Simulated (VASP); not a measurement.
W, 1 atom in the cell. Symmetry: Im-3m, No. 229, cubic system. Conventional cell: a = 3.216 Å, b = 3.216 Å, c = 3.216 Å, α = 90.00°, β = 90.00°, γ = 90.00°. W (site symmetry m-3m) has 14 W at 2.79 to 3.22 Å within 3.7 Å.  This cell differs from its parent crystal: volume scaled by 1.06.

| Property | Result |
| --- | --- |
| Program | VASP 6.6.1 |
| Task | single point |
| Functional | PBEsol |
| Potentials or basis | VASP PAW PBE potentials, release 64 (W_sv) |
| Cutoff | 520 eV |
| k mesh | 18 × 18 × 18 |
| Occupations | gaussian, width 0.1 eV |
| Spin | no spin polarisation |
| Dipole correction | no |
| Further INCAR settings | ALGO = Normal; EDIFF = 1e-07; NBANDS = 13 |

Potentials or basis: VASP PAW PBE potentials, release 64 (W_sv).

Command:

```bash
$ cat potpaw_PBE.64/W_sv/POTCAR > POTCAR
$ mpirun -np 1 vasp_std > vasp.out
```

Hardware: 1 thread of Intel(R) Xeon(R) Platinum 8259CL CPU @ 2.50GHz (Skylake/Cascade Lake), on a shared host.

**Question.** Estimate the wall time of this run.

**Answer.** It took 22 s on 1 thread of Intel(R) Xeon(R) Platinum 8259CL CPU @ 2.50GHz (Skylake/Cascade Lake), with other jobs on the host, peak memory 0.17 GiB. Counts: scf iterations 13, k points 195.
